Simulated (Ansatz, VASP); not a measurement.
Two plane-wave programs on La3Tl

```xyz
4
Lattice="5.0094 0.0000 0.0000 0.0000 5.0094 0.0000 0.0000 0.0000 5.0600" Properties=species:S:1:pos:R:3 pbc="T T T"
La    0.0000    2.5047    2.5300
La    2.5047    0.0000    2.5300
La    2.5047    2.5047    0.0000
Tl    0.0000    0.0000    0.0000
```

Change from the starting cell: equal xx and yy strain of -1 %, PAW files.

Alike in both runs: task electric field gradients; functional LDA; k mesh 8 × 8 × 8; occupations fermi-dirac, width 0.08 eV; no spin polarisation.

|  | VASP | Ansatz |
| --- | --- | --- |
| version | VASP 6.6.1 | Ansatz 0.2.0 |
| potentials or method | VASP PAW LDA potentials, release 64 (La, Tl_d) | PAW with Ansatz's default frozen-core files, scalar-relativistic |
| plane-wave cutoff (eV) | 520 | 420 |
| valence electrons in the cell | 46 | 46 |

Ansatz gave:

| Quantity | Value |
| --- | --- |
| pressure (GPa) | -2.9 |
| traceless stress, the component that is largest in VASP (GPa) | -0.18 |
| size of Vzz on the site where it differs most (V/Å²) | 122.5 |

Task: Estimate VASP's values.

Result: Pressure (GPa): -2.9; traceless stress, the component that is largest in VASP (GPa): -0.18; size of Vzz on the site where it differs most (V/Å²): 131.2.

LDA's correlation is that of Perdew and Zunger in VASP and of Perdew and Wang (1992) in Ansatz.

Spin-orbit coupling is off throughout.
